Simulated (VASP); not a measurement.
GaSb3, 4 atoms in the cell. The structure is tetragonal, space group I4/mmm (No. 139). Conventional cell: a = 4.985 Å, b = 4.985 Å, c = 7.241 Å, α = 90.00°, β = 90.00°, γ = 90.00°. Within 4.1 Å of Ga (site symmetry 4/mmm) lie 14 Sb at 3.08 to 3.62 Å. Within 4.1 Å of Sb (site symmetry -4m2) lie 4 Ga at 3.08 Å and 10 Sb at 3.08 to 3.62 Å. Within 4.1 Å of Sb (site symmetry 4/mmm) lie 8 Sb at 3.08 Å and 6 Ga at 3.52 to 3.62 Å.  This cell differs from its parent crystal: volume 22.491 Å^3 an atom, c/a of the conventional cell 1.0271.

| Quantity | Value |
| --- | --- |
| Program | VASP 6.6.1 |
| Task | single point |
| Functional | LDA |
| Potentials or basis | VASP PAW LDA potentials, release 64 (Ga_d, Sb) |
| Cutoff | 520 eV |
| k mesh | 10 × 10 × 10 |
| Occupations | gaussian, width 0.15 eV |
| Spin | no spin polarisation |
| Dipole correction | no |
| Further INCAR settings | ALGO = Normal; EDIFF = 1e-06; NBANDS = 22 |

Potentials or basis: VASP PAW LDA potentials, release 64 (Ga_d, Sb).

Command:

```bash
$ cat potpaw_LDA.64/Ga_d/POTCAR potpaw_LDA.64/Sb/POTCAR > POTCAR
$ mpirun -np 1 vasp_std > vasp.out
```

Hardware: 1 thread of Intel(R) Xeon(R) Platinum 8488C (Sapphire Rapids), on a shared host.

**Question.** Estimate the wall time of this run.

**Answer.** Run time: 110 s on 1 thread of Intel(R) Xeon(R) Platinum 8488C (Sapphire Rapids), with other jobs on the host, peak memory 0.33 GiB. Counts: scf iterations 11, k points 102.
